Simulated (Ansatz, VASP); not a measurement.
# One calculation of AgBi, two programs

File INCAR:

```
PREC = Accurate
ENCUT = 600
EDIFF = 1E-6
ISMEAR = 0
SIGMA = 0.1
LREAL = F
LASPH = T
NELM = 100
ALGO = Fast
ISIF = 3
LWAVE = F
LCHARG = F
GGA = PE
IBRION = 2
NSW = 100
EDIFFG = -0.01
```

File KPOINTS:

```
Automatic mesh
0
Gamma
  16 16 12
```

Contents of POSCAR:

```
AgBi
1.0
    3.4249105377      0.0000000000      0.0000000000
    0.0000000000      3.4249105377      0.0000000000
    0.0000000000      0.0000000000      4.4890791691
Ag Bi
1 1
Direct
    0.5000000000      0.5000000000      0.5000000000
    0.0000000000      0.0000000000      0.0000000000
```

Input for Ansatz:

```yaml
crystal:
  lattice:
    - [3.4249105377, 0.0, 0.0]
    - [0.0, 3.4249105377, 0.0]
    - [0.0, 0.0, 4.4890791691]
  atoms:
    - { symbol: Ag, position: [0.5, 0.5, 0.5] }
    - { symbol: Bi, position: [0.0, 0.0, 0.0] }
basis:
  ecutwfc: 420
kpoints:
  mp_grid: { grid: [16, 16, 12] }
hamiltonian:
  xc: pbe
scf:
  occupations: { method: gaussian, width: 0.1 }
output:
  forces: true
  stress: true
  eigenvalues: true
relax:
  adjacent_minimum: "off"
  f_tol: 0.01
  max_steps: 80
  cell: { stress_tol: 0.05 }
```

Alike in both runs: task relaxation of cell and atoms; functional PBE; k mesh 16 × 16 × 12; occupations gaussian, width 0.1 eV; no spin polarisation.

|  | VASP | Ansatz |
| --- | --- | --- |
| version | VASP 6.6.1 | Ansatz 0.2.0 |
| potentials or method | VASP PAW PBE potentials, release 64 (Ag, Bi_d), cutoff 600 eV | scalar-relativistic, plane waves, PAW |
| valence electrons in the cell | 26 | 34 |

|  | VASP | Ansatz | Ansatz less VASP |
| --- | --- | --- | --- |
| gap on the k mesh at the Fermi level, each at its own relaxed structure (eV) | none | none | - |
| relaxed volume (Å³/atom) | 24.87 | 24.87 | -0.001 |
| relaxed cell length with the largest relative difference (Å) | 4.318 | 4.328 | +0.0096 |

A gap of «none» marks a metal or a gap that the smearing closes. VASP's potentials hold 26 valence electrons a cell and Ansatz's 34, so a difference there can come from the potentials and not from the codes.

Spin-orbit coupling is off throughout.
